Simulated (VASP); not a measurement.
# PbSe: single point with PBE+D3(BJ)

Crystal: PbSe.

```xyz
2
Lattice="0.0000 3.1273 3.1273 3.1273 0.0000 3.1273 3.1273 3.1273 0.0000" Properties=species:S:1:pos:R:3 pbc="T T T"
Pb    0.0000    0.0000    0.0000
Se    3.1273    3.1273    3.1273
```

This cell differs from its parent crystal: volume scaled by 1.06.

| Property | Result |
| --- | --- |
| Program | VASP 6.6.1 |
| Task | single point |
| Functional | PBE |
| Dispersion | D3(BJ) |
| Potentials or basis | VASP PAW PBE potentials, release 64 (Pb_d, Se) |
| Cutoff | 520 eV |
| k mesh | 10 × 10 × 10 |
| Occupations | gaussian, width 0.01 eV |
| Spin | no spin polarisation |

```json
{
 "Pressure": "-2.5 GPa",
 "Band gap on the k mesh": "0.49 eV, direct",
 "Dispersion energy per atom": "-0.345 eV"
}
```

Levels at points of the mesh, in eV from the valence-band top:
| k point | band 8 | band 9 | band 10 | band 11 | band 12 | band 13 |
| --- | --- | --- | --- | --- | --- | --- |
| (0.00, 0.00, 0.00) | -1.55 | -1.55 | -1.55 | 4.61 | 4.61 | 4.61 |
| (0.50, 0.00, 0.00) | -1.18 | -1.18 | 0.00 | 0.49 | 1.87 | 1.87 |
| (0.50, 0.50, 0.00) | -4.41 | -2.80 | -2.80 | 4.01 | 5.41 | 5.41 |

It took 64 s on 1 thread of Intel(R) Xeon(R) Platinum 8259CL CPU @ 2.50GHz (Skylake/Cascade Lake), on a shared host, peak memory 0.24 GiB.

Caveat: spin-orbit coupling is left out, which moves the levels of the heavy elements. A k mesh can miss the band edges.
